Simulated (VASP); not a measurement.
# Be (Fm-3m) in VASP: further runs

Runs on Be. Level: LDA. Tasks: single point.

All numbers are computed with VASP 6.6.1; they aren't measurements. Logs are shortened: lines on timing, memory, paths and dates and some standing lists are left out, and cuts for length are marked.

## 1. The cell of the first run

The structure is cubic, space group Fm-3m (No. 225). The conventional cell has a = 3.108 Å, b = 3.108 Å, c = 3.108 Å, α = 90.00°, β = 90.00°, γ = 90.00°. Be (site symmetry m-3m) has 12 Be at 2.20 Å within 2.9 Å.

This isn't the form of Be at room conditions, which is hcp.

## 2. Single point, LDA

The input, INCAR:

```
ALGO = Normal
EDIFF = 1E-6
ENCUT = 600
GGA = CA
GGA_COMPAT = False
ISIF = 2
ISMEAR = -1
LASPH = True
LCHARG = False
LREAL = False
LWAVE = False
NBANDS = 7
NELM = 120
PREC = Accurate
SIGMA = 0.1
```

The input, KPOINTS:

```
k-points
0
Gamma
  17 17 17
```

The input, POSCAR:

```
Be
1.0
    0.0000000000      1.5537504652      1.5537504652
    1.5537504652      0.0000000000      1.5537504652
    1.5537504652      1.5537504652      0.0000000000
Be
1
Direct
    0.0000000000      0.0000000000      0.0000000000
```

Potentials or basis: VASP PAW LDA potentials, release 64 (Be).

Command:

```sh
$ cat potpaw_LDA.64/Be/POTCAR > POTCAR
$ mpirun -np 1 vasp_std > vasp.out
```

OUTCAR:

```text
EDIFF = 1E-6
   ENCUT = 600
   GGA = CA
   ISIF = 2
   ISMEAR = -1
   LASPH = True
   LREAL = False
   NELM = 120
   PREC = Accurate

 ion  position               nearest neighbor table
   1  0.000  0.000  0.000-

  LATTYP: Found a face centered cubic cell.
 ALAT       =     3.1075009304

  Lattice vectors:

 A1 = (   0.0000000000,   1.5537504652,   1.5537504652)
 A2 = (   1.5537504652,   0.0000000000,   1.5537504652)
 A3 = (   1.5537504652,   1.5537504652,   0.0000000000)

Analysis of symmetry for initial positions (statically):
=====================================================================
 Subroutine PRICEL returns:
 Original cell was already a primitive cell.

 Routine SETGRP: Setting up the symmetry group for a
 face centered cubic supercell.

 Subroutine GETGRP returns: Found 48 space group operations
 (whereof 48 operations were pure point group operations)
 out of a pool of 48 trial point group operations.

The static configuration has the point symmetry O_h .

Analysis of symmetry for dynamics (positions and initial velocities):
=====================================================================
 Subroutine PRICEL returns:
 Original cell was already a primitive cell.

 Routine SETGRP: Setting up the symmetry group for a
 face centered cubic supercell.

 Subroutine GETGRP returns: Found 48 space group operations
 (whereof 48 operations were pure point group operations)
 out of a pool of 48 trial point group operations.

The dynamic configuration has the point symmetry O_h .

 Subroutine INISYM returns: Found 48 space group operations
 (whereof 48 operations are pure point group operations),
 and found     1 'primitive' translations

----------------------------------------------------------------------------------------

                                     Primitive cell

  volume of cell :       7.5019

  direct lattice vectors                    reciprocal lattice vectors
     0.000000000  1.553750465  1.553750465    -0.321801995  0.321801995  0.321801995
     1.553750465  0.000000000  1.553750465     0.321801995 -0.321801995  0.321801995
     1.553750465  1.553750465  0.000000000     0.321801995  0.321801995 -0.321801995

  length of vectors
     2.197334980  2.197334980  2.197334980     0.557377406  0.557377406  0.557377406

  position of ions in fractional coordinates (direct lattice)
     0.000000000  0.000000000  0.000000000

  ion indices of the primitive-cell ions
   primitive index   ion index
                 1           1

----------------------------------------------------------------------------------------

 KPOINTS: k-points

Automatic generation of k-mesh.
 Grid dimensions read from file:
 generate k-points for:   17   17   17

 Generating k-lattice:

  Cartesian coordinates                     Fractional coordinates (reciprocal lattice)
    -0.018929529  0.018929529  0.018929529     0.058823529  0.000000000  0.000000000
     0.018929529 -0.018929529  0.018929529     0.000000000  0.058823529  0.000000000
     0.018929529  0.018929529 -0.018929529     0.000000000  0.000000000  0.058823529

  Length of vectors
     0.032786906  0.032786906  0.032786906

  Shift w.r.t. Gamma in fractional coordinates (k-lattice)
     0.000000000  0.000000000  0.000000000

 Subroutine IBZKPT returns following result:
 ===========================================

 Found    165 irreducible k-points:

 Following reciprocal coordinates:
            Coordinates               Weight
  0.000000  0.000000  0.000000      1.000000
  0.058824  0.000000  0.000000      8.000000
  0.117647  0.000000  0.000000      8.000000
  0.176471  0.000000  0.000000      8.000000
  0.235294  0.000000  0.000000      8.000000
  0.294118  0.000000  0.000000      8.000000
[... 16 lines left out ...]
 -0.176471  0.058824  0.000000     24.000000
 -0.117647  0.058824  0.000000     24.000000
 [... further k-points ...]
   k-points           NKPTS =    165   k-points in BZ     NKDIM =    165   number of bands    NBANDS=      7
   number of dos      NEDOS =    301   number of ions     NIONS =      1
   total plane-waves  NPLWV =   5832
   dimension x,y,z NGX =    18 NGY =   18 NGZ =   18
   dimension x,y,z NGXF=    36 NGYF=   36 NGZF=   36
   ions per type =               1
   NGX,Y,Z   is equivalent  to a cutoff of  13.62, 13.62, 13.62 a.u.
   NGXF,Y,Z  is equivalent  to a cutoff of  27.24, 27.24, 27.24 a.u.
 SYSTEM =  unknown system
   PREC   = accura    normal or accurate (medium, high low for compatibility)
   ISTART =      0    job   : 0-new  1-cont  2-samecut
   ICHARG =      2    charge: 1-file 2-atom 10-const
   ISPIN  =      1    spin polarized calculation?
   LNONCOLLINEAR =      F non collinear calculations
   LSORBIT =      F    spin-orbit coupling
   LASPH  =      T    aspherical Exc in radial PAW
   ENCUT  =  600.0 eV  44.10 Ry    6.64 a.u.   4.39  4.39  4.39*2*pi/ulx,y,z
   NELM   =    120;   NELMIN=  2; NELMDL= -5     # of ELM steps
   EDIFF  = 0.1E-05   stopping-criterion for ELM
   LREAL  =      F    real-space projection
   EDIFFG = 0.1E-04   stopping-criterion for IOM
   NSW    =      0    number of steps for IOM
   IBRION =     -1    ionic relax: 0-MD 1-quasi-New 2-CG
   NFREE  =      0    steps in history (QN), initial steepest desc. (CG)
   ISIF   =      2    stress and relaxation
   ISYM   =      2    0-nonsym 1-usesym 2-fastsym
   POTIM  = 0.5000    time-step for ionic-motion
   TEBEG  =    0.0;   TEEND  =   0.0 temperature during run
   PSTRESS=    0.0 pullay stress
   NELECT =       2.0000    total number of electrons
   NUPDOWN=      -1.0000    fix difference up-down
   EMIN   =  10.00;   EMAX   =-10.00  energy-range for DOS
   EFERMI =   0.00;   METHOD = LEGACY
   ISMEAR =    -1;   SIGMA  =   0.10  broadening in eV -4-tet -1-fermi 0-gaus
   EFERMI_NEDOS =   21; number of points for ismear=-14 and -15
   IALGO  =     38    algorithm
   IMIX   =      4    mixing-type and parameters
     AMIX     =   0.40;   BMIX     =  1.00
     AMIX_MAG =   1.60;   BMIX_MAG =  1.00
  volume/ion in A,a.u.               =       7.50        50.63
  Fermi-wavevector in a.u.,A,eV,Ry     =   1.053643  1.991097 15.104697  1.110164
  Thomas-Fermi vector in A             =   2.188773
   LORBIT       =      0    0 simple, 1 ext, 2 COOP (PROOUT), +10 PAW based schemes
   GGA     = CA    functional components
   LHFCALC =     F    Hartree Fock is set to
   AEXX    =    0.0000 exact exchange contribution
   IVDW    =     0    specifies the selected vdW correction
   LEPSILON=     F    determine dielectric tensor
   LRPA    =     F    only Hartree local field effects (RPA)
 non-spin polarized calculation
  energy-cutoff  :      600.00
  volume of cell :        7.50
 maximum number of plane-waves:       265
 NGX is ok and might be reduce to    18
   NGX =  9   NGY =  9   NGZ =  9

 number of electron       2.0000000 magnetization

 Free energy of the ion-electron system (eV)
  ---------------------------------------------------
  ext. energy  EPLUGINS =         0.00000000
  ---------------------------------------------------
  free energy    TOTEN  =        -4.13401044 eV

  energy without entropy =       -4.13139107  energy(sigma->0) =       -4.13270075

 E-fermi :   7.6950     XC(G=0): -10.7996

 val. band max:        7.5157585387   @ k =  -0.3529   0.3529   0.0000
 cond. band min:       7.7402413469   @ k =  -0.2941   0.4706   0.2353
 fundamental gap:      0.2244828082
 Fermi energy:         7.6949505199

 k-point     1 :       0.0000    0.0000    0.0000
  band No.  band energies     occupation
      1      -4.2867      2.00000
      2      27.5745      0.00000
      3      27.5745      0.00000
      4      27.5745      0.00000
      5      37.7795      0.00000
      6      37.7795      0.00000
      7      37.7795      0.00000

 k-point     2 :       0.0588    0.0000    0.0000
  band No.  band energies     occupation
      1      -4.1721      2.00000
      2      26.6610      0.00000
      3      27.3773      0.00000
      4      27.3773      0.00000
      5      36.5235      0.00000
      6      38.1632      0.00000
      7      38.1632      0.00000

 k-point     3 :       0.1176    0.0000    0.0000
  band No.  band energies     occupation
      1      -3.8282      2.00000
      2      24.2697      0.00000
      3      26.8851      0.00000
      4      26.8851      0.00000
      5      35.8961      0.00000
      6      39.0741      0.00000
      7      39.0741      0.00000

 k-point     4 :       0.1765    0.0000    0.0000
  band No.  band energies     occupation
      1      -3.2553      2.00000
      2      21.1951      0.00000
      3      26.2842      0.00000
      4      26.2842      0.00000
      5      36.2069      0.00000
      6      39.6186      0.00000
      7      39.6186      0.00000

 k-point     5 :       0.2353    0.0000    0.0000
  band No.  band energies     occupation
      1      -2.4564      2.00000
      2      17.9984      0.00000
      3      25.7135      0.00000
      4      25.7135      0.00000
      5      37.0074      0.00000
      6      38.8175      0.00000
      7      38.8175      0.00000
[... 161 lines left out ...]
 k-point    22 :      -0.2353    0.0588    0.0000
  band No.  band energies     occupation
      1      -2.0358      2.00000
      2      16.9820      0.00000
      3      24.0239      0.00000
      4      26.4138      0.00000
      5      36.3760      0.00000
      6      37.7683      0.00000
      7      38.3553      0.00000

 k-point    23 :      -0.1765    0.0588    0.0000
  band No.  band energies     occupation
      1      -2.9102      2.00000
      2      20.1295      0.00000
      3      24.5274      0.00000
      4      27.0058      0.00000
      5      36.0435      0.00000
      6      38.9251      0.00000
      7      39.2792      0.00000

 k-point    24 :      -0.1176    0.0588    0.0000
  band No.  band energies     occupation
      1      -3.5600      2.00000
      2      23.2434      0.00000
      3      25.2013      0.00000
      4      27.4660      0.00000
      5      35.4962      0.00000
      6      38.8612      0.00000
      7      40.4415      0.00000

 [... further k-points ...]

------------------------ aborting loop because EDIFF is reached ----------------------------------------

  FORCE on cell =-STRESS in cart. coord.  units (eV):
  Direction    XX          YY          ZZ          XY          YZ          ZX
  --------------------------------------------------------------------------------------
  -------------------------------------------------------------------------------------
  Total        0.0200391      0.0200391      0.0200391      0.0000000      0.0000000      0.0000000
  in kB        4.2797155      4.2797155      4.2797155      0.0000000      0.0000000      0.0000000
  external PRESSURE =       4.2797155 kB  Pullay stress =       0.0000000 kB

 VOLUME and BASIS-vectors are now :
 -----------------------------------------------------------------------------
  energy-cutoff  :      600.00
  volume of cell :        7.50
      direct lattice vectors                 reciprocal lattice vectors
     0.000000000  1.553750465  1.553750465    -0.321801995  0.321801995  0.321801995
     1.553750465  0.000000000  1.553750465     0.321801995 -0.321801995  0.321801995
     1.553750465  1.553750465  0.000000000     0.321801995  0.321801995 -0.321801995

 POSITION                                       TOTAL-FORCE (eV/Angst)
 -----------------------------------------------------------------------------------
      0.00000      0.00000      0.00000         0.000000      0.000000      0.000000
 -----------------------------------------------------------------------------------
    total drift:                                0.000000     -0.000000     -0.000000

  FREE ENERGIE OF THE ION-ELECTRON SYSTEM (eV)
  ---------------------------------------------------
  free  energy   TOTEN  =        -4.1340104376 eV

  energy  without entropy=       -4.1313910711  energy(sigma->0) =       -4.13270075
```

Run time: 10 s. Hardware: 1 thread of Intel Xeon 8259CL, shared host; peak memory 0.11 GiB.

Results:

| Property | Result |
| --- | --- |
| Free energy | -4.1340 eV |
| Pressure | 0.4 GPa |
| Band gap on the k mesh | zero (bands 1 and 2 overlap by 0.22 eV) |

## 3. Single point, LDA (6.60 Å³/atom)

This run uses another cell than the first one, of 6.60 Å³/atom.

The input, INCAR:

```
SYSTEM = Be
ALGO = Normal
EDIFF = 1E-6
ENCUT = 600
GGA = CA
GGA_COMPAT = .False.
ISIF = 2
ISMEAR = -1
LASPH = .True.
LCHARG = .True.
LELF = .True.
LREAL = .False.
LVHAR = .True.
LWAVE = .False.
NBANDS = 7
NELM = 120
PREC = Accurate
SIGMA = 0.1
```

The input, KPOINTS:

```
k-points
0
Gamma
  19 19 19
  0 0 0
```

The input, POSCAR:

```
Be
1.0
    0.0000000000      1.4889341664      1.4889341664
    1.4889341664      0.0000000000      1.4889341664
    1.4889341664      1.4889341664      0.0000000000
Be
1
Direct
    0.0000000000      0.0000000000      0.0000000000
```

Potentials or basis: VASP PAW LDA potentials, release 64 (Be).

Command:

```sh
$ cat potpaw_LDA.64/Be/POTCAR > POTCAR
$ mpirun -np 1 vasp_std > vasp.out
```

Run time: 15 s. Hardware: 1 thread of Intel Xeon 8259CL, shared host; peak memory 0.12 GiB.

Results (log left out):

| Quantity | Value |
| --- | --- |
| Free energy | -4.0791 eV |
| Pressure | 21.4 GPa |
| Band gap on the k mesh | zero (bands 1 and 2 overlap by 0.69 eV) |

Levels at points of the mesh, in eV from the Fermi level:
| k point | band 1 | band 2 | band 3 | band 4 | band 5 |
| --- | --- | --- | --- | --- | --- |
| (0.00, 0.00, 0.00) | -12.84 | 21.90 | 21.90 | 21.90 | 32.48 |

Caveat: the cell stands under pressure.

## 4. Single point, LDA (6.90 Å³/atom)

This run uses another cell than the first one, of 6.90 Å³/atom.

The input, INCAR:

```
PREC     = Accurate       # precision mode
ENCUT    = 600            # plane-wave cutoff, eV
EDIFF    = 1E-6           # SCF threshold, eV
ISMEAR   = -1             # smearing method
SIGMA    = 0.1            # smearing width, eV
LREAL    = F              # projectors in reciprocal space
LASPH    = T              # aspherical terms in the spheres
NELM     = 120            # most SCF steps
ALGO     = Normal         # electronic algorithm
ISIF     = 2              # what is computed and relaxed
LWAVE    = F              # write WAVECAR
LCHARG   = F              # write CHGCAR
GGA      = CA             # functional
NBANDS   = 7              # bands
GGA_COMPAT= F
```

The input, KPOINTS:

```
regular mesh
0
Gamma
  19 19 19
```

The input, POSCAR:

```
Be
1.0
    0.0000000000      1.5111603412      1.5111603412
    1.5111603412      0.0000000000      1.5111603412
    1.5111603412      1.5111603412      0.0000000000
Be
1
Direct
    0.0000000000      0.0000000000      0.0000000000
```

Command:

```sh
$ cat potpaw_LDA.64/Be/POTCAR > POTCAR
$ mpirun -np 1 vasp_std > vasp.out
```

Run time: 14 s. Hardware: 1 thread of Intel Xeon 8259CL, shared host; peak memory 0.12 GiB.

The run converged. Its results:

| Item | Value |
| --- | --- |
| Free energy | -4.1113 eV |
| Pressure | 13.1 GPa |
| Band gap on the k mesh | zero (bands 1 and 2 overlap by 0.65 eV) |

Levels at points of the mesh, in eV from the Fermi level:
```tsv
k point	band 1	band 2	band 3	band 4	band 5	band 6
(0.00, 0.00, 0.00)	-12.58	21.14	21.14	21.14	31.58	31.58
```

Caveat: the cell stands under pressure.

## 5. Summary

```tsv
cell	k mesh	gap on the mesh (eV)	pressure (GPa)
a = 2.197 Å, angles 60.0°, 1 atom	17 × 17 × 17	none	0.4
a = 2.106 Å, angles 60.0°, 1 atom	19 × 19 × 19	none	21.4
a = 2.137 Å, angles 60.0°, 1 atom	19 × 19 × 19	none	13.1
```

Alike in all rows: task single point; level LDA; potentials or basis VASP PAW LDA potentials, release 64 (Be); no spin polarisation; cutoff (eV) 600; smearing fermi-dirac 0.1 eV.

Caveats: the cell stands under pressure (at least some runs).

Total energies depend on the potentials used, so only differences within one code and one set of settings carry meaning.
